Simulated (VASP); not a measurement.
BAs:

```
CELL_PARAMETERS angstrom
2.92516 0.00000 0.00000
0.00000 2.92516 0.00000
0.00000 0.00000 2.92516
ATOMIC_POSITIONS crystal
B 0.00000 0.00000 0.00000
As 0.50000 0.50000 0.50000
```

Base run:

* Program: VASP 6.6.1
* Functional: r2SCAN
* Potentials or basis: VASP PAW PBE potentials, release 64 (B, As)
* Cutoff: 520 eV
* k mesh: 6 × 6 × 6
* Occupations: fermi-dirac, width 0.02 eV
* Spin: no spin polarisation

Its results: band gap on the k mesh zero (band 4 reaches 10.29 eV, above the bottom of band 5 at 4.37 eV); pressure 2.0 GPa.

Problem. The run is repeated on the same cell with these changes: dispersion from none to D3(BJ). What comes out?

Solution. Band gap on the k mesh zero (band 4 reaches 10.29 eV, above the bottom of band 5 at 4.37 eV); pressure -0.2 GPa.

Dispersion adds attraction, which lowers the pressure at fixed volume and, as a term added to the energy, leaves the levels alone.

Caveats: the PAW data sets were made with another functional, which shifts forces and pressure a little; pairwise dispersion overbinds metals, which lowers pressure and volume (some runs).
